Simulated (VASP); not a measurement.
# SiO2 (P4_12_12) in VASP: further runs

Runs on SiO2. Level: PBE. Tasks: single point.

Everything below comes from runs of VASP 6.6.1. Logs are shortened: lines on timing, memory, paths and dates and some standing lists are left out, and cuts for length are marked.

## Step 1: The cell of the first run

Symmetry: P4_12_12, No. 92, tetragonal system. Conventional cell: a = 4.993 Å, b = 4.993 Å, c = 6.934 Å, α = 90.00°, β = 90.00°, γ = 90.00°. Si (site symmetry 2) has 4 O at 1.61 Å within 2.1 Å. O (site symmetry 1) has 2 Si at 1.61 Å within 2.1 Å.

## Step 2: Single point, PBE

INCAR

```
SYSTEM = SiO2
PREC = Accurate
ENCUT = 520
EDIFF = 1E-6
ISMEAR = 0
SIGMA = 0.1
LREAL = .FALSE.
LASPH = .TRUE.
NELM = 80
ALGO = Normal
ISIF = 2
LWAVE = .FALSE.
LCHARG = .FALSE.
GGA = PE
NBANDS = 44
```

KPOINTS

```
regular mesh
0
G
  4 4 4
  0 0 0
```

POSCAR

```
SiO2
1.0
    4.9926472100      0.0000000000      0.0000000000
    0.0000000000      4.9926472100      0.0000000000
    0.0000000000      0.0000000000      6.9339264200
Si O
4 8
Direct
    0.6986584000      0.6986584000      0.5000000000
    0.8013416000      0.1986584000      0.7500000000
    0.1986584000      0.8013416000      0.2500000000
    0.3013416000      0.3013416000      0.0000000000
    0.8935685900      0.7613864500      0.3201084900
    0.1064314100      0.2386135500      0.8201084900
    0.7613864500      0.8935685900      0.6798915100
    0.2613864500      0.6064314100      0.0701084900
    0.2386135500      0.1064314100      0.1798915100
    0.3935685900      0.7386135500      0.4298915100
    0.6064314100      0.2613864500      0.9298915100
    0.7386135500      0.3935685900      0.5701084900
```

Potentials or basis: VASP PAW PBE potentials, release 64 (Si, O).

Run with:

```
$ cat potpaw_PBE.64/Si/POTCAR potpaw_PBE.64/O/POTCAR > POTCAR
$ mpirun -np 1 vasp_std > vasp.out
```

OUTCAR:

```text
SYSTEM = SiO2
   PREC = Accurate
   ENCUT = 520
   EDIFF = 1E-6
   ISMEAR = 0
   LREAL = .FALSE.
   LASPH = .TRUE.
   NELM = 80
   ISIF = 2
   GGA = PE

 ion  position               nearest neighbor table
   1  0.699  0.699  0.500-  10 1.61  12 1.61   5 1.61   7 1.61   2 3.08   3 3.08   2 3.08   3 3.08

   2  0.801  0.199  0.750-   6 1.61   7 1.61  11 1.61  12 1.61   1 3.08   4 3.08   1 3.08   4 3.08

   3  0.199  0.801  0.250-   5 1.61   9 1.61   8 1.61  10 1.61   1 3.08   4 3.08   4 3.08   1 3.08

   4  0.301  0.301  0.000-   8 1.61  11 1.61   9 1.61   6 1.61   2 3.08   3 3.08   3 3.08   2 3.08

   5  0.894  0.761  0.320-   3 1.61   1 1.61
   6  0.106  0.239  0.820-   2 1.61   4 1.61
   7  0.761  0.894  0.680-   2 1.61   1 1.61
   8  0.261  0.606  0.070-   4 1.61   3 1.61
   9  0.239  0.106  0.180-   3 1.61   4 1.61
  10  0.394  0.739  0.430-   1 1.61   3 1.61
  11  0.606  0.261  0.930-   4 1.61   2 1.61
  12  0.739  0.394  0.570-   1 1.61   2 1.61

  LATTYP: Found a simple tetragonal cell.
 ALAT       =     4.9926472100
 C/A-ratio  =     1.3888276356

  Lattice vectors:

 A1 = (   4.9926472100,   0.0000000000,   0.0000000000)
 A2 = (   0.0000000000,   4.9926472100,   0.0000000000)
 A3 = (   0.0000000000,   0.0000000000,   6.9339264200)

Analysis of symmetry for initial positions (statically):
=====================================================================
 Subroutine PRICEL returns:
 Original cell was already a primitive cell.

 Routine SETGRP: Setting up the symmetry group for a
 simple tetragonal supercell.

 Subroutine GETGRP returns: Found  8 space group operations
 (whereof  2 operations were pure point group operations)
 out of a pool of 16 trial point group operations.

The static configuration has the point symmetry C_2 .
 The point group associated with its full space group is D_4 .

Analysis of symmetry for dynamics (positions and initial velocities):
=====================================================================
 Subroutine PRICEL returns:
 Original cell was already a primitive cell.

 Routine SETGRP: Setting up the symmetry group for a
 simple tetragonal supercell.

 Subroutine GETGRP returns: Found  8 space group operations
 (whereof  2 operations were pure point group operations)
 out of a pool of 16 trial point group operations.

The dynamic configuration has the point symmetry C_2 .
 The point group associated with its full space group is D_4 .

 Subroutine INISYM returns: Found  8 space group operations
 (whereof  2 operations are pure point group operations),
 and found     1 'primitive' translations

----------------------------------------------------------------------------------------

                                     Primitive cell

  volume of cell :     172.8387

  direct lattice vectors                    reciprocal lattice vectors
     4.992647210  0.000000000  0.000000000     0.200294545  0.000000000  0.000000000
     0.000000000  4.992647210  0.000000000     0.000000000  0.200294545  0.000000000
     0.000000000  0.000000000  6.933926420     0.000000000  0.000000000  0.144218433

  length of vectors
     4.992647210  4.992647210  6.933926420     0.200294545  0.200294545  0.144218433

  position of ions in fractional coordinates (direct lattice)
     0.698658400  0.698658400  0.500000000
     0.801341600  0.198658400  0.750000000
     0.198658400  0.801341600  0.250000000
     0.301341600  0.301341600  0.000000000
     0.893568590  0.761386450  0.320108490
     0.106431410  0.238613550  0.820108490
     0.761386450  0.893568590  0.679891510
     0.261386450  0.606431410  0.070108490
     0.238613550  0.106431410  0.179891510
     0.393568590  0.738613550  0.429891510
     0.606431410  0.261386450  0.929891510
     0.738613550  0.393568590  0.570108490

  ion indices of the primitive-cell ions
   primitive index   ion index
                 1           1
                 2           2
                 3           3
                 4           4
                 5           5
                 6           6
                 7           7
                 8           8
                 9           9
                10          10
                11          11
                12          12

----------------------------------------------------------------------------------------

 KPOINTS: regular mesh

Automatic generation of k-mesh.
 Grid dimensions read from file:
 generate k-points for:    4    4    4

 Generating k-lattice:

  Cartesian coordinates                     Fractional coordinates (reciprocal lattice)
     0.050073636  0.000000000  0.000000000     0.250000000  0.000000000  0.000000000
     0.000000000  0.050073636  0.000000000     0.000000000  0.250000000  0.000000000
     0.000000000  0.000000000  0.036054608     0.000000000  0.000000000  0.250000000

  Length of vectors
     0.050073636  0.050073636  0.036054608

  Shift w.r.t. Gamma in fractional coordinates (k-lattice)
     0.000000000  0.000000000  0.000000000

 Subroutine IBZKPT returns following result:
 ===========================================

 Found     18 irreducible k-points:

 Following reciprocal coordinates:
            Coordinates               Weight
  0.000000  0.000000  0.000000      1.000000
  0.250000  0.000000  0.000000      4.000000
  0.500000  0.000000  0.000000      2.000000
  0.250000  0.250000  0.000000      4.000000
  0.500000  0.250000  0.000000      4.000000
  0.500000  0.500000  0.000000      1.000000
[... 10 lines left out ...]
  0.500000  0.250000  0.500000      4.000000
  0.500000  0.500000  0.500000      1.000000
   k-points           NKPTS =     18   k-points in BZ     NKDIM =     18   number of bands    NBANDS=     44
   number of dos      NEDOS =    301   number of ions     NIONS =     12
   total plane-waves  NPLWV =  86400
   dimension x,y,z NGX =    40 NGY =   40 NGZ =   54
   dimension x,y,z NGXF=    80 NGYF=   80 NGZF=  108
   ions per type =               4   8
   NGX,Y,Z   is equivalent  to a cutoff of  13.32, 13.32, 12.95 a.u.
   NGXF,Y,Z  is equivalent  to a cutoff of  26.64, 26.64, 25.89 a.u.
 SYSTEM =  SiO2
   PREC   = accura    normal or accurate (medium, high low for compatibility)
   ISTART =      0    job   : 0-new  1-cont  2-samecut
   ICHARG =      2    charge: 1-file 2-atom 10-const
   ISPIN  =      1    spin polarized calculation?
   LNONCOLLINEAR =      F non collinear calculations
   LSORBIT =      F    spin-orbit coupling
   LASPH  =      T    aspherical Exc in radial PAW
   ENCUT  =  520.0 eV  38.22 Ry    6.18 a.u.   9.28  9.28 12.89*2*pi/ulx,y,z
   NELM   =     80;   NELMIN=  2; NELMDL= -5     # of ELM steps
   EDIFF  = 0.1E-05   stopping-criterion for ELM
   LREAL  =      F    real-space projection
   EDIFFG = 0.1E-04   stopping-criterion for IOM
   NSW    =      0    number of steps for IOM
   IBRION =     -1    ionic relax: 0-MD 1-quasi-New 2-CG
   NFREE  =      0    steps in history (QN), initial steepest desc. (CG)
   ISIF   =      2    stress and relaxation
   ISYM   =      2    0-nonsym 1-usesym 2-fastsym
   POTIM  = 0.5000    time-step for ionic-motion
   TEBEG  =    0.0;   TEEND  =   0.0 temperature during run
   PSTRESS=    0.0 pullay stress
   NELECT =      64.0000    total number of electrons
   NUPDOWN=      -1.0000    fix difference up-down
   EMIN   =  10.00;   EMAX   =-10.00  energy-range for DOS
   EFERMI =   0.00;   METHOD = LEGACY
   ISMEAR =     0;   SIGMA  =   0.10  broadening in eV -4-tet -1-fermi 0-gaus
   EFERMI_NEDOS =   21; number of points for ismear=-14 and -15
   IALGO  =     38    algorithm
   IMIX   =      4    mixing-type and parameters
     AMIX     =   0.40;   BMIX     =  1.00
     AMIX_MAG =   1.60;   BMIX_MAG =  1.00
  volume/ion in A,a.u.               =      14.40        97.20
  Fermi-wavevector in a.u.,A,eV,Ry     =   1.175586  2.221536 18.803292  1.382003
  Thomas-Fermi vector in A             =   2.311964
   LORBIT       =      0    0 simple, 1 ext, 2 COOP (PROOUT), +10 PAW based schemes
   GGA     = PE    functional components
   LHFCALC =     F    Hartree Fock is set to
   AEXX    =    0.0000 exact exchange contribution
   IVDW    =     0    specifies the selected vdW correction
   LEPSILON=     F    determine dielectric tensor
   LRPA    =     F    only Hartree local field effects (RPA)
 non-spin polarized calculation
 Gauss-broadening in eV      SIGMA  =   0.10
  energy-cutoff  :      520.00
  volume of cell :      172.84
 maximum number of plane-waves:      4682
 NGX is ok and might be reduce to    40
   NGX = 19   NGY = 19   NGZ = 25

 number of electron      63.9999972 magnetization

 Free energy of the ion-electron system (eV)
  ---------------------------------------------------
  ext. energy  EPLUGINS =         0.00000000
  ---------------------------------------------------
  free energy    TOTEN  =       -94.85306062 eV

  energy without entropy =      -94.85306062  energy(sigma->0) =      -94.85306062

 E-fermi :   0.5719     XC(G=0):  -8.3937

 val. band max:        0.0927084873   @ k =   0.0000   0.0000   0.0000
 cond. band min:       5.8090360018   @ k =   0.0000   0.0000   0.0000
 fundamental gap:      5.7163275146
 Fermi energy:         0.5718653235

 k-point     1 :       0.0000    0.0000    0.0000
  band No.  band energies     occupation
      1     -19.3711      2.00000
      2     -18.4687      2.00000
      3     -18.4687      2.00000
      4     -17.3041      2.00000
      5     -17.2672      2.00000
      6     -17.2578      2.00000
[... 36 lines left out ...]
     43      11.4588      0.00000
     44      11.5723      0.00000
[... 758 lines left out ...]
      4     -18.4359      2.00000
      5     -17.3211      2.00000
      6     -17.3211      2.00000
[... 36 lines left out ...]
     43      10.4594      0.00000
     44      10.4594      0.00000

------------------------ aborting loop because EDIFF is reached ----------------------------------------

  FORCE on cell =-STRESS in cart. coord.  units (eV):
  Direction    XX          YY          ZZ          XY          YZ          ZX
  --------------------------------------------------------------------------------------
  -------------------------------------------------------------------------------------
  Total        5.1023497      5.1023497      5.3506804     -0.0000000      0.0000000      0.0000000
  in kB       47.2976774     47.2976774     49.5996493     -0.0000000      0.0000000      0.0000000
  external PRESSURE =      48.0650013 kB  Pullay stress =       0.0000000 kB

 VOLUME and BASIS-vectors are now :
 -----------------------------------------------------------------------------
  energy-cutoff  :      520.00
  volume of cell :      172.84
      direct lattice vectors                 reciprocal lattice vectors
     4.992647210  0.000000000  0.000000000     0.200294545  0.000000000  0.000000000
     0.000000000  4.992647210  0.000000000     0.000000000  0.200294545  0.000000000
     0.000000000  0.000000000  6.933926420     0.000000000  0.000000000  0.144218433

 POSITION                                       TOTAL-FORCE (eV/Angst)
 -----------------------------------------------------------------------------------
      3.48815      3.48815      3.46696         0.025007      0.025007      0.000000
      4.00082      0.99183      5.20044        -0.025007      0.025007      0.000000
      0.99183      4.00082      1.73348         0.025007     -0.025007      0.000000
      1.50449      1.50449      0.00000        -0.025007     -0.025007      0.000000
      4.46127      3.80133      2.21961        -0.153541      0.027832     -0.235914
      0.53137      1.19131      5.68657         0.153541     -0.027832     -0.235914
      3.80133      4.46127      4.71432         0.027832     -0.153541      0.235914
      1.30501      3.02770      0.48613         0.027832      0.153541     -0.235914
      1.19131      0.53137      1.24735        -0.027832      0.153541      0.235914
      1.96495      3.68764      2.98084        -0.153541     -0.027832      0.235914
      3.02770      1.30501      6.44780         0.153541      0.027832      0.235914
      3.68764      1.96495      3.95309        -0.027832     -0.153541     -0.235914
 -----------------------------------------------------------------------------------
    total drift:                                0.000000     -0.000000     -0.000000

  FREE ENERGIE OF THE ION-ELECTRON SYSTEM (eV)
  ---------------------------------------------------
  free  energy   TOTEN  =       -94.8530606152 eV

  energy  without entropy=      -94.8530606152  energy(sigma->0) =      -94.85306062
```

It took 72 s on 1 thread of Intel Xeon 6975P-C (Granite Rapids), shared host; peak memory 0.3 GiB.

What came out:

| Quantity | Value |
| --- | --- |
| Free energy | -94.8531 eV |
| Pressure | 4.8 GPa |
| Largest force | 0.283 eV/Å |
| Band gap on the k mesh | 5.72 eV, direct |

Forces on the atoms (eV/Å):
```
Si   0.025  0.025  0.000
Si  -0.025  0.025  0.000
Si   0.025 -0.025  0.000
Si  -0.025 -0.025  0.000
O   -0.154  0.028 -0.236
O    0.154 -0.028 -0.236
O    0.028 -0.154  0.236
O    0.028  0.154 -0.236
O   -0.028  0.154  0.236
O   -0.154 -0.028  0.236
O    0.154  0.028  0.236
O   -0.028 -0.154 -0.236
```

Stress tensor (GPa, compression positive):
```
4.73 0.00 0.00
0.00 4.73 0.00
0.00 0.00 4.96
```

Levels at points of the mesh, in eV from the valence-band top:
```csv
k point,band 30,band 31,band 32,band 33,band 34,band 35
"(0.00, 0.00, 0.00)",-0.29,-0.29,0.00,5.72,8.81,8.81
"(0.50, 0.00, 0.00)",-0.64,-0.48,-0.48,7.76,7.76,9.25
"(0.50, 0.50, 0.00)",-0.59,-0.54,-0.54,8.72,8.72,8.83
"(0.00, 0.00, 0.50)",-0.53,-0.39,-0.39,6.96,6.96,9.44
"(0.50, 0.00, 0.50)",-0.93,-0.17,-0.17,8.07,8.07,8.96
"(0.50, 0.50, 0.50)",-0.62,-0.62,-0.62,9.22,9.22,9.22
```

A k mesh can miss the band edges. A hybrid or GW would open this gap; PBE tends to underestimate it.

[end of part 1 of 2]
